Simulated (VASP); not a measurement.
Crystal: Os.

```xyz
2
Lattice="2.7877 0.0000 0.0000 -1.3939 2.4142 0.0000 0.0000 0.0000 4.4044" Properties=species:S:1:pos:R:3 pbc="T T T"
Os    1.3939    0.8047    3.3033
Os    0.0000    1.6095    1.1011
```

Base run:

- Program: VASP 6.6.1
- Functional: r2SCAN
- Potentials or basis: VASP PAW PBE potentials, release 64 (Os)
- Cutoff: 520 eV
- k mesh: 11 × 11 × 6
- Occupations: fermi-dirac, width 0.05 eV
- Spin: no spin polarisation

Its results: band gap on the k mesh zero (bands 8 and 9 overlap by 3.70 eV); pressure -20.4 GPa.

Q: After a change of settings the same cell gave: band gap on the k mesh zero (bands 8 and 9 overlap by 3.55 eV); pressure 20.6 GPa. Which change was it?
A. functional from r2SCAN to HF; k mesh from 11 × 11 × 6 to 6 × 6 × 3
B. functional from r2SCAN to r2SCAN0; k mesh from 11 × 11 × 6 to 6 × 6 × 3
C. functional from r2SCAN to PBE exchange alone; further incar settings from ALGO = Normal; EDIFF = 1e-06; NBANDS = 15 to ALGO = Normal; EDIFF = 1e-07; NBANDS = 15

A: C.

Caveats: spin-orbit coupling is left out, which moves the levels of the heavy elements; the cell stands under tension (at least some runs); the PAW data sets were made with another functional, which shifts forces and pressure a little (at least some runs); the cell stands under pressure (at least some runs).
